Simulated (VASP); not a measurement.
GeSbTe3:

```
Ge Sb Te
1.0
     4.21883    0.00000    0.00000
     0.00000    4.21883    0.00000
     0.00000    0.00000    8.96302
Ge Sb Te
1 1 3
Direct
  0.00000 0.00000 0.00000
  0.50000 0.50000 0.50000
  0.50000 0.50000 0.16324
  0.50000 0.50000 0.83676
  0.00000 0.00000 0.50000
```

The cell was generated, and may not be a known phase.

- Program: VASP 6.6.1
- Task: relaxation of cell and atoms
- Functional: PBE
- Potentials or basis: VASP PAW PBE potentials, release 64 (Ge_d, Sb, Te)
- Cutoff: 600 eV
- k mesh: 10 × 10 × 4
- Occupations: gaussian, width 0.1 eV
- Spin: no spin polarisation

At the start: pressure 0.4 GPa; volume 31.91 Å³/atom.

**Question.** Where does the relaxation end?

**Answer.** Over 8 steps the energy falls by 9.1 meV/atom and the volume is 32.18 Å³/atom (+0.9 %); space group P4/mmm (No. 123, to 0.1 Å) before and after.

The path:
| step | energy change (eV) | largest force (eV/Å) | pressure (GPa) | volume (Å³) |
| --- | --- | --- | --- | --- |
| 1 | 0.0000 | 0.1603 | 0.42 | 159.53 |
| 2 | -0.0421 | 0.1497 | -0.16 | 161.38 |
| 3 | -0.0443 | 0.1015 | -0.08 | 161.04 |
| 4 | -0.0443 | 0.1057 | -0.09 | 161.07 |
| 5 | -0.0451 | 0.0666 | 0.03 | 160.70 |
| 6 | -0.0453 | 0.0366 | 0.13 | 160.43 |
| 7 | -0.0457 | 0.0046 | 0.05 | 160.86 |
| 8 | -0.0457 | 0.0088 | 0.02 | 160.91 |

Final structure:
```
CELL_PARAMETERS angstrom
4.18358 0.00000 0.00000
0.00000 4.18358 0.00000
0.00000 0.00000 9.19350
ATOMIC_POSITIONS crystal
Ge 0.00000 0.00000 0.00000
Sb 0.50000 0.50000 0.50000
Te 0.50000 0.50000 0.16246
Te 0.50000 0.50000 0.83754
Te 0.00000 0.00000 0.50000
```
